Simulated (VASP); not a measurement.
Write the native input for VASP 6.6.1 that does the following.

```yaml
Task: relaxation of the atoms
Functional: r2SCAN
Potentials_or_basis: VASP PAW PBE potentials, release 64 (Al)
Cutoff: 520 eV
k_mesh: 12 × 12 × 1
Occupations: gaussian, width 0.1 eV
Spin: no spin polarisation
Dipole_correction: yes
Further_INCAR_settings: ALGO = Normal; EDIFF = 1e-06; IBRION = 2; EDIFFG = -0.02; NSW = 80
```

The system is Al, a slab with vacuum.

```xyz
8
Lattice="2.8222 0.0000 0.0000 -1.4111 2.4441 0.0000 0.0000 0.0000 31.2086" Properties=species:S:1:pos:R:3 pbc="T T T"
Al    0.0000    1.6294    7.5000
Al    0.0000    0.0000    9.8155
Al    1.4111    0.8147   12.1310
Al    0.0000    0.0000   14.4465
Al    0.0000    1.6294   16.7621
Al    0.0000    0.0000   19.0776
Al    1.4111    0.8147   21.3931
Al    0.0000    0.0000   23.7086
```

These files were run (other wordings do the same):

POSCAR

```
Al
1.0
    2.8221979706      0.0000000000      0.0000000000
   -1.4110989853      2.4440951371      0.0000000000
    0.0000000000      0.0000000000     31.2086038337
Al
8
Direct
    0.3333333333      0.6666666667      0.2403183443
    0.0000000000      0.0000000000      0.3145131030
    0.6666666667      0.3333333333      0.3887078618
    0.0000000000      0.0000000000      0.4629026206
    0.3333333333      0.6666666667      0.5370973794
    0.0000000000      0.0000000000      0.6112921382
    0.6666666667      0.3333333333      0.6854868970
    0.0000000000      0.0000000000      0.7596816557
```

INCAR.step1

```
SYSTEM = Al
PREC = Accurate
ENCUT = 520
ISMEAR = 0
SIGMA = 0.1
LREAL = .False.
LASPH = .True.
NELM = 60
LDIPOL = .True.
IDIPOL = 3
DIPOL = 0.5 0.5 0.500
GGA = PE
ALGO = Normal
EDIFF = 1E-4
LWAVE = .True.
LCHARG = .False.
```

INCAR.step2

```
SYSTEM = Al
PREC = Accurate
ENCUT = 520
EDIFF = 1E-6
ISMEAR = 0
SIGMA = 0.1
LREAL = .False.
LASPH = .True.
NELM = 60
ALGO = Normal
ISIF = 2
LWAVE = .False.
LCHARG = .False.
LDIPOL = .True.
IDIPOL = 3
DIPOL = 0.5 0.5 0.500
METAGGA = R2SCAN
LMIXTAU = .True.
IBRION = 2
NSW = 80
EDIFFG = -0.02
ISTART = 1
```

KPOINTS

```
Automatic mesh
0
Gamma
  12 12 1
  0 0 0
```

Potentials or basis: VASP PAW PBE potentials, release 64 (Al).

Launch:

```bash
$ cat potpaw_PBE.64/Al/POTCAR > POTCAR
$ cp INCAR.step1 INCAR
$ mpirun -np 1 vasp_std > vasp.out
$ cp INCAR.step2 INCAR
$ mpirun -np 1 vasp_std > vasp.out
```

It gave:

* Energy gained by relaxing: 0.5 meV/atom
* Ionic steps: 5
* Largest force after relaxing: 0.017 eV/Å
* Band gap on the k mesh: zero (bands 12 and 13 overlap by 3.44 eV)

Caveat: the PAW data sets were made with another functional, which shifts forces and pressure a little.

Run time: 47 min on 1 thread of Oxide Virtual Turin-like Processor (shared host), peak memory 0.39 GiB.
